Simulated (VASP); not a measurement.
AlN, 4 atoms in the cell. The structure is hexagonal, space group P6_3mc (No. 186). Conventional cell: a = 3.111 Å, b = 3.111 Å, c = 5.127 Å, α = 90.00°, β = 90.00°, γ = 120.00°. Al (site symmetry 3m) has 4 N at 1.89 to 1.97 Å within 2.5 Å. N (site symmetry 3m) has 4 Al at 1.89 to 1.97 Å within 2.5 Å.  This cell differs from its parent crystal: zz strain of +3 %.

```yaml
Program: VASP 6.6.1
Task: electric field gradients
Functional: PBE
Potentials_or_basis: VASP PAW PBE potentials, release 64 (Al, N)
Cutoff: 520 eV
k_mesh: 11 × 11 × 6
Occupations: fermi-dirac, width 0.02 eV
Spin: no spin polarisation
Dipole_correction: no
Further_INCAR_settings: ALGO = Normal; EDIFF = 1e-08; NBANDS = 16
```

Potentials or basis: VASP PAW PBE potentials, release 64 (Al, N).

Launch:

```console
$ cat potpaw_PBE.64/Al/POTCAR potpaw_PBE.64/N/POTCAR > POTCAR
$ mpirun -np 1 vasp_std > vasp.out
```

Hardware: 1 thread of Intel(R) Xeon(R) Platinum 8488C (Sapphire Rapids) (shared host).

Question: Estimate the wall time of this run.

Answer: Run time: 19 s on 1 thread of Intel(R) Xeon(R) Platinum 8488C (Sapphire Rapids) (shared host), peak memory 0.17 GiB. Counts: scf iterations 15, k points 64.
